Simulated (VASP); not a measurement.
A run of VASP 6.6.1 is set up as follows.

The input POSCAR:

```
CdGa
1.0
    0.0000000000      2.8295111719      2.8295111719
    2.8295111719      0.0000000000      2.8295111719
    2.8295111719      2.8295111719      0.0000000000
Cd Ga
1 1
Direct
    0.0000000000      0.0000000000      0.0000000000
    0.5000000000      0.5000000000      0.5000000000
```

INCAR.step1

```
SYSTEM = CdGa
PREC = Accurate
ENCUT = 520
ISMEAR = 0
SIGMA = 0.1
LREAL = .FALSE.
LASPH = .TRUE.
NELM = 100
NBANDS = 20
GGA = PE
ALGO = Normal
EDIFF = 1E-4
LWAVE = .TRUE.
LCHARG = .FALSE.
```

Contents of INCAR.step2:

```
SYSTEM = CdGa
PREC = Accurate
ENCUT = 520
EDIFF = 1E-6
ISMEAR = 0
SIGMA = 0.1
LREAL = .FALSE.
LASPH = .TRUE.
NELM = 100
ALGO = Normal
ISIF = 2
LWAVE = .FALSE.
LCHARG = .FALSE.
METAGGA = R2SCAN
LMIXTAU = .TRUE.
NBANDS = 20
ISTART = 1
```

File KPOINTS:

```
regular mesh
0
G
  18 18 18
  0 0 0
```

Potentials or basis: VASP PAW PBE potentials, release 64 (Cd, Ga_d).

Command:

```bash
$ cat potpaw_PBE.64/Cd/POTCAR potpaw_PBE.64/Ga_d/POTCAR > POTCAR
$ cp INCAR.step1 INCAR
$ mpirun -np 1 vasp_std > vasp.out
$ cp INCAR.step2 INCAR
$ mpirun -np 1 vasp_std > vasp.out
```

Problem. Estimate the pressure.

Solution. 0.2 GPa.

Caveat: the PAW data sets were made with another functional, which shifts forces and pressure a little.
